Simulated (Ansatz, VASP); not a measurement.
**Al: VASP beside Ansatz**

Contents of INCAR:

```
PREC = Accurate
ENCUT = 520
EDIFF = 1E-6
ISMEAR = 0
SIGMA = 0.15
LREAL = F
LASPH = T
NELM = 80
ALGO = Fast
ISIF = 2
LWAVE = F
LCHARG = F
GGA = PS
IVDW = 12
NBANDS = 8
```

The input KPOINTS:

```
Automatic mesh
0
Gamma
  20 20 20
```

The input POSCAR:

```
Al
1.0
    0.0000000000      2.0846994000      1.9632606000
    2.0846994000      0.0000000000      1.9632606000
    2.0846994000      2.0846994000      0.0000000000
Al
1
Direct
    0.0000000000      0.0000000000      0.0000000000
```

Input for Ansatz:

```yaml
crystal:
  lattice:
    - [0.0, 2.0846994, 1.9632606]
    - [2.0846994, 0.0, 1.9632606]
    - [2.0846994, 2.0846994, 0.0]
  atoms:
    - { symbol: Al, position: [0.0, 0.0, 0.0] }
basis:
  ecutwfc: 420
kpoints:
  mp_grid: { grid: [20, 20, 20] }
hamiltonian:
  xc: pbesol
  dispersion: d3bj
scf:
  occupations: { method: gaussian, width: 0.15 }
output:
  forces: true
  stress: true
  eigenvalues: true
```

Change from the starting cell: strain +0.030 along x and y, -0.030 along z, atoms carried along.

Alike in both runs: task single point; functional PBEsol; dispersion D3(BJ); k mesh 20 × 20 × 20; occupations gaussian, width 0.15 eV; no spin polarisation.

|  | VASP | Ansatz |
| --- | --- | --- |
| version | VASP 6.6.1 | Ansatz 0.2.0 |
| potentials or method | VASP PAW PBE potentials, release 64 (Al), cutoff 520 eV | scalar-relativistic, plane waves, PAW |
| valence electrons in the cell | 3 | 3 |

VASP gave:

```
gap on the k mesh at the Fermi level (eV)                     : none
pressure (GPa)                                                : -6.6
traceless stress, the component that is largest in VASP (GPa) : 1.85
```

Question: Estimate Ansatz's values.

Answer: gap on the k mesh at the Fermi level (eV): none; pressure (GPa): -6.6; traceless stress, the component that is largest in VASP (GPa): 1.84.

VASP's potentials were made for PBE, not for PBEsol. A gap of «none» marks a metal or a gap that the smearing closes.
